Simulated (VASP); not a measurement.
A run of VASP 6.6.1 is set up as follows.

File INCAR:

```
SYSTEM = KCl
PREC = Accurate
ENCUT = 520
EDIFF = 1E-6
ISMEAR = 0
SIGMA = 0.05
LREAL = .False.
LASPH = .True.
NELM = 60
ALGO = Normal
ISIF = 2
LWAVE = .False.
LCHARG = .False.
GGA = PE
NBANDS = 15
```

Contents of KPOINTS:

```
regular mesh
0
Gamma
  8 8 8
  0 0 0
```

The input POSCAR:

```
KCl
1.0
    3.5177029827      0.0000000000      0.0000000000
    0.0000000000      3.5177029827      0.0000000000
    0.0000000000      0.0000000000      4.5730138775
K Cl
1 1
Direct
    0.0000000000      0.0000000000      0.0000000000
    0.5000000000      0.5000000000      0.5000000000
```

Potentials or basis: VASP PAW PBE potentials, release 64 (K_sv, Cl).

Run with:

```sh
$ cat potpaw_PBE.64/K_sv/POTCAR potpaw_PBE.64/Cl/POTCAR > POTCAR
$ mpirun -np 1 vasp_std > vasp.out
```

Problem. What does it give for the pressure?

Solution. 0.1 GPa.

Problem. Predict the band gap on the k mesh.

Solution. 3.32 eV (least direct gap 3.54 eV).

Stress tensor (GPa, compression positive):
```
 4.15  0.00  0.00
 0.00  4.15  0.00
 0.00  0.00 -8.06
```

 A k mesh can miss the band edges.
